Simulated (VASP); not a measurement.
# Ti in VASP: notebook, part 2 of 2

VASP 6.6.1. The steps go on from the part before.

## 4. Relaxation of cell and atoms, PBE

This run uses another cell than the first one, of 19.78 Å³/atom.

Input file INCAR:

```
SYSTEM = Ti
  PREC = Accurate
  ENCUT = 600
  EDIFF = 1E-6
  ISMEAR = 0
  SIGMA = 0.1
  LREAL = .FALSE.
  LASPH = .TRUE.
  NELM = 80
  ALGO = Fast
  ISIF = 3
  LWAVE = .FALSE.
  LCHARG = .FALSE.
  GGA = PE
  IBRION = 2
  NSW = 90
  EDIFFG = -0.04
```

Input file KPOINTS:

```
Automatic mesh
0
G
  6 6 6
  0 0 0
```

Input file POSCAR:

```
Ti
1.0
    2.6823919889      0.0000000000      0.0000000000
    0.0000000000      2.6823919889      0.0000000000
    0.0000000000      0.0000000000      2.7483673331
Ti
1
Direct
    0.0000000000      0.0000000000      0.0000000000
```

Potentials or basis: VASP PAW PBE potentials, release 64 (Ti_sv).

The run is started by

```sh
cat potpaw_PBE.64/Ti_sv/POTCAR > POTCAR
mpirun -np 1 vasp_std > vasp.out
```

OUTCAR:

```text
SYSTEM = Ti
   PREC = Accurate
   ENCUT = 600
   EDIFF = 1E-6
   ISMEAR = 0
   LREAL = .FALSE.
   LASPH = .TRUE.
   NELM = 80
   ISIF = 3
   GGA = PE
   IBRION = 2
   NSW = 90
   EDIFFG = -0.04

 ion  position               nearest neighbor table
   1  0.000  0.000  0.000-

  LATTYP: Found a simple tetragonal cell.
 ALAT       =     2.6823919889
 C/A-ratio  =     1.0245957133

  Lattice vectors:

 A1 = (   2.6823919889,   0.0000000000,   0.0000000000)
 A2 = (   0.0000000000,   2.6823919889,   0.0000000000)
 A3 = (   0.0000000000,   0.0000000000,   2.7483673331)

Analysis of symmetry for initial positions (statically):
=====================================================================
 Subroutine PRICEL returns:
 Original cell was already a primitive cell.

 Routine SETGRP: Setting up the symmetry group for a
 simple tetragonal supercell.

 Subroutine GETGRP returns: Found 16 space group operations
 (whereof 16 operations were pure point group operations)
 out of a pool of 16 trial point group operations.

The static configuration has the point symmetry D_4h.

Analysis of symmetry for dynamics (positions and initial velocities):
=====================================================================
 Subroutine PRICEL returns:
 Original cell was already a primitive cell.

 Routine SETGRP: Setting up the symmetry group for a
 simple tetragonal supercell.

 Subroutine GETGRP returns: Found 16 space group operations
 (whereof 16 operations were pure point group operations)
 out of a pool of 16 trial point group operations.

The dynamic configuration has the point symmetry D_4h.

 Subroutine INISYM returns: Found 16 space group operations
 (whereof 16 operations are pure point group operations),
 and found     1 'primitive' translations

----------------------------------------------------------------------------------------

                                     Primitive cell

  volume of cell :      19.7751

  direct lattice vectors                    reciprocal lattice vectors
     2.682391989  0.000000000  0.000000000     0.372801591  0.000000000  0.000000000
     0.000000000  2.682391989  0.000000000     0.000000000  0.372801591  0.000000000
     0.000000000  0.000000000  2.748367333     0.000000000  0.000000000  0.363852382

  length of vectors
     2.682391989  2.682391989  2.748367333     0.372801591  0.372801591  0.363852382

  position of ions in fractional coordinates (direct lattice)
     0.000000000  0.000000000  0.000000000

  ion indices of the primitive-cell ions
   primitive index   ion index
                 1           1

----------------------------------------------------------------------------------------

 KPOINTS: Automatic mesh

Automatic generation of k-mesh.
 Grid dimensions read from file:
 generate k-points for:    6    6    6

[... 25 lines left out ...]
  0.333333  0.166667  0.000000      8.000000
[... 16 lines left out ...]
  0.333333  0.000000  0.333333      8.000000
  0.500000  0.000000  0.333333      4.000000
 [... further k-points ...]
   k-points           NKPTS =     40   k-points in BZ     NKDIM =     40   number of bands    NBANDS=     10
   number of dos      NEDOS =    301   number of ions     NIONS =      1
   total plane-waves  NPLWV =  13824
   dimension x,y,z NGX =    24 NGY =   24 NGZ =   24
   dimension x,y,z NGXF=    48 NGYF=   48 NGZF=   48
   ions per type =               1
   NGX,Y,Z   is equivalent  to a cutoff of  14.87, 14.87, 14.52 a.u.
   NGXF,Y,Z  is equivalent  to a cutoff of  29.75, 29.75, 29.03 a.u.
 SYSTEM =  Ti
   PREC   = accura    normal or accurate (medium, high low for compatibility)
   ISTART =      0    job   : 0-new  1-cont  2-samecut
   ICHARG =      2    charge: 1-file 2-atom 10-const
   ISPIN  =      1    spin polarized calculation?
   LNONCOLLINEAR =      F non collinear calculations
   LSORBIT =      F    spin-orbit coupling
   LASPH  =      T    aspherical Exc in radial PAW
   ENCUT  =  600.0 eV  44.10 Ry    6.64 a.u.   5.36  5.36  5.49*2*pi/ulx,y,z
   NELM   =     80;   NELMIN=  2; NELMDL= -5     # of ELM steps
   EDIFF  = 0.1E-05   stopping-criterion for ELM
   LREAL  =      F    real-space projection
   EDIFFG = -.4E-01   stopping-criterion for IOM
   NSW    =     90    number of steps for IOM
   IBRION =      2    ionic relax: 0-MD 1-quasi-New 2-CG
   NFREE  =      1    steps in history (QN), initial steepest desc. (CG)
   ISIF   =      3    stress and relaxation
   ISYM   =      2    0-nonsym 1-usesym 2-fastsym
   POTIM  = 0.5000    time-step for ionic-motion
   TEBEG  =    0.0;   TEEND  =   0.0 temperature during run
   PSTRESS=    0.0 pullay stress
   NELECT =      12.0000    total number of electrons
   NUPDOWN=      -1.0000    fix difference up-down
   EMIN   =  10.00;   EMAX   =-10.00  energy-range for DOS
   EFERMI =   0.00;   METHOD = LEGACY
   ISMEAR =     0;   SIGMA  =   0.10  broadening in eV -4-tet -1-fermi 0-gaus
   EFERMI_NEDOS =   21; number of points for ismear=-14 and -15
   IALGO  =     68    algorithm
   IMIX   =      4    mixing-type and parameters
     AMIX     =   0.40;   BMIX     =  1.00
     AMIX_MAG =   1.60;   BMIX_MAG =  1.00
  volume/ion in A,a.u.               =      19.78       133.45
  Fermi-wavevector in a.u.,A,eV,Ry     =   1.385997  2.619154 26.136608  1.920987
  Thomas-Fermi vector in A             =   2.510354
   LORBIT       =      0    0 simple, 1 ext, 2 COOP (PROOUT), +10 PAW based schemes
   GGA     = PE    functional components
   LHFCALC =     F    Hartree Fock is set to
   AEXX    =    0.0000 exact exchange contribution
   IVDW    =     0    specifies the selected vdW correction
   LEPSILON=     F    determine dielectric tensor
   LRPA    =     F    only Hartree local field effects (RPA)
 conjugate gradient relaxation of ions
 non-spin polarized calculation
 RMM-DIIS sequential band-by-band and
 Gauss-broadening in eV      SIGMA  =   0.10
  energy-cutoff  :      600.00
  volume of cell :       19.78
 maximum number of plane-waves:       679
 NGX is ok and might be reduce to    24
   NGX = 11   NGY = 11   NGZ = 11

--------------------------------------- Ionic step        1  -------------------------------------------

 number of electron      12.0000000 magnetization

 Free energy of the ion-electron system (eV)
  ---------------------------------------------------
  ext. energy  EPLUGINS =         0.00000000
  ---------------------------------------------------
  free energy    TOTEN  =        -6.95276669 eV

  energy without entropy =       -6.93111057  energy(sigma->0) =       -6.94193863

------------------------ aborting loop because EDIFF is reached ----------------------------------------

  FORCE on cell =-STRESS in cart. coord.  units (eV):
  Direction    XX          YY          ZZ          XY          YZ          ZX
  --------------------------------------------------------------------------------------
  -------------------------------------------------------------------------------------
  Total       -0.6717857     -0.6717857     -0.7404940      0.0000000      0.0000000      0.0000000
  in kB      -54.4279601    -54.4279601    -59.9946930      0.0000000      0.0000000      0.0000000
  external PRESSURE =     -56.2835377 kB  Pullay stress =       0.0000000 kB
[... 197 lines left out ...]
--------------------------------------- Ionic step        7  -------------------------------------------

 number of electron      11.9999998 magnetization

 Free energy of the ion-electron system (eV)
  ---------------------------------------------------
  ext. energy  EPLUGINS =         0.00000000
  ---------------------------------------------------
  free energy    TOTEN  =        -6.98079609 eV

  energy without entropy =       -6.96399848  energy(sigma->0) =       -6.97239728

 E-fermi :   7.6570     XC(G=0): -11.1589

 val. band max:        7.6439100819   @ k =   0.0000   0.0000   0.3333
 cond. band min:       7.6802843491   @ k =   0.3333   0.1667   0.1667
 fundamental gap:      0.0363742672
 Fermi energy:         7.6569817275

 k-point     1 :       0.0000    0.0000    0.0000
  band No.  band energies     occupation
      1     -48.9696      2.00000
      2     -24.7592      2.00000
      3     -24.7592      2.00000
      4     -24.7285      2.00000
      5       1.8913      2.00000
      6       6.3001      2.00000
      7       6.3088      2.00000
      8      11.4970      0.00000
      9      11.5409      0.00000
     10      11.5409      0.00000
[... 287 lines left out ...]
 k-point    24 :       0.5000    0.0000    0.3333
  band No.  band energies     occupation
      1     -48.7494      2.00000
      2     -25.5170      2.00000
      3     -25.3044      2.00000
      4     -24.6241      2.00000
      5       5.3782      2.00000
      6       7.1858      2.00000
      7       9.9270      0.00000
      8       9.9657      0.00000
      9      10.4049      0.00000
     10      11.9913      0.00000

 [... further k-points ...]
[... 5 lines left out ...]
  --------------------------------------------------------------------------------------
  -------------------------------------------------------------------------------------
  Total       -0.0358930     -0.0358930      0.0245219      0.0000000      0.0000000      0.0000000
  in kB       -3.1479070     -3.1479070      2.1506377      0.0000000      0.0000000      0.0000000
  external PRESSURE =      -1.3817254 kB  Pullay stress =       0.0000000 kB
[... 16 lines left out ...]
  FREE ENERGIE OF THE ION-ELECTRON SYSTEM (eV)
  ---------------------------------------------------
  free  energy   TOTEN  =        -6.9807960865 eV

  energy  without entropy=       -6.9639984787  energy(sigma->0) =       -6.97239728

 reached required accuracy - stopping structural energy minimisation
```

CONTCAR:

```text
Ti
   1.00000000000000
     2.6404106331651604    0.0000000000000000    0.0000000000000000
     0.0000000000000000    2.6404106331651604    0.0000000000000000
     0.0000000000000000    0.0000000000000000    2.6203240603897306
  Ti
     1
Direct
     0.0000000000000000    0.0000000000000000    0.0000000000000000

  0.00000000E+00  0.00000000E+00  0.00000000E+00
```

Run time: 58 s. Hardware: 1 thread of AMD EPYC 9R45 (Zen 5), shared host; peak memory 0.12 GiB.

What came out:

| Property | Result |
| --- | --- |
| Free energy | -6.9808 eV |
| Relaxed volume | 18.27 Å³/atom |
| Relaxed cell | a = 2.640 Å, b = 2.640 Å, c = 2.620 Å, α = 90.00°, β = 90.00°, γ = 90.00° |
| Space group after relaxing (to 0.1 Å) | Pm-3m (No. 221) |
| Energy gained by relaxing | 28.0 meV/atom |
| Ionic steps | 7 |
| Pressure after relaxing | -0.1 GPa |
| Band gap on the k mesh | zero (bands 6 and 7 overlap by 2.21 eV) |

Step by step:
```tsv
step	energy change (eV)	largest force (eV/Å)	pressure (GPa)	volume (Å³)
1	0.0000	0.0000	-5.63	19.78
2	-0.0243	0.0000	1.42	17.85
3	-0.0267	0.0000	0.30	18.26
4	-0.0266	0.0000	0.07	18.32
5	-0.0266	0.0000	-0.26	18.35
6	-0.0276	0.0000	-0.30	18.33
7	-0.0280	0.0000	-0.14	18.27
```

Final structure:
```yaml
crystal:
  lattice:
    - [2.64041, 0.00000, 0.00000]
    - [0.00000, 2.64041, 0.00000]
    - [0.00000, 0.00000, 2.62032]
  atoms:
    - { symbol: Ti, position: [0.00000, 0.00000, 0.00000] }
```

Caveat: the k points lie up to 0.40 Å⁻¹ apart in the final cell, too coarse for converged energies and pressures of a metal.

## 5. Single point, PBE

This run uses another cell than the first one, of 18.43 Å³/atom.

Input file INCAR:

```
  ALGO = Fast
  EDIFF = 1E-6
  ENCUT = 520
  GGA = PE
  ISIF = 2
  ISMEAR = 0
  LASPH = T
  LCHARG = F
  LREAL = F
  LWAVE = F
  NBANDS = 12
  NELM = 80
  PREC = Accurate
  SIGMA = 0.1
```

Input file KPOINTS:

```
k-points
0
Gamma
  20 20 20
```

Input file POSCAR:

```
Ti
1.0
    2.6416046404      0.0000000000      0.0000000000
    0.0000000000      2.6416046404      0.0000000000
    0.0000000000      0.0000000000      2.6416046404
Ti
1
Direct
    0.0000000000      0.0000000000      0.0000000000
```

The run is started by

```sh
cat potpaw_PBE.64/Ti_sv/POTCAR > POTCAR
mpirun -np 1 vasp_std > vasp.out
```

Run time: 45 s. Hardware: 1 thread of AMD EPYC 9R45 (Zen 5), shared host; peak memory 0.13 GiB.

Results (log left out):

* Free energy: -7.0044 eV
* Pressure: -0.2 GPa
* Band gap on the k mesh: zero (bands 6 and 7 overlap by 1.98 eV)

Levels at points of the mesh, in eV from the Fermi level:
```tsv
k point	band 3	band 4	band 5	band 6	band 7	band 8	band 9	band 10
(0.00, 0.00, 0.00)	-32.37	-32.37	-5.71	-1.28	-1.28	3.89	3.89	3.89
(0.50, 0.00, 0.00)	-32.29	-32.29	-1.86	-0.57	-0.23	2.05	2.05	4.06
(0.50, 0.50, 0.00)	-33.09	-32.22	-2.65	-0.12	2.46	2.46	4.99	5.16
(0.50, 0.50, 0.50)	-32.98	-32.98	-1.15	-1.15	-1.15	5.09	5.09	8.99
```

## 6. Summary

| task | cell | k mesh | cutoff (eV) | gap on the mesh (eV) | pressure (GPa) |
| --- | --- | --- | --- | --- | --- |
| single point | a = 2.634, b = 2.634, c = 2.637 Å, 1 atom | 6 × 6 × 6 | 520 | none | -0.1 |
| single point | a = 2.682, b = 2.682, c = 2.748 Å, 1 atom | 6 × 6 × 6 | 520 | none | -5.4 |
| relaxation of cell and atoms | relaxed from a = 2.682, b = 2.682, c = 2.748 Å, 1 atom | 6 × 6 × 6 | 600 | none | -0.1 |
| single point | a = 2.642 Å, 1 atom | 20 × 20 × 20 | 520 | none | -0.2 |

Alike in all rows: level PBE; potentials or basis VASP PAW PBE potentials, release 64 (Ti_sv); no spin polarisation; smearing gaussian 0.1 eV.

Caveats: some runs use coarse meshes.

Total energies depend on the potentials used, so only differences within one code and one set of settings carry meaning.

The gap in the log of VASP goes by the Fermi energy; the results here count the filled bands.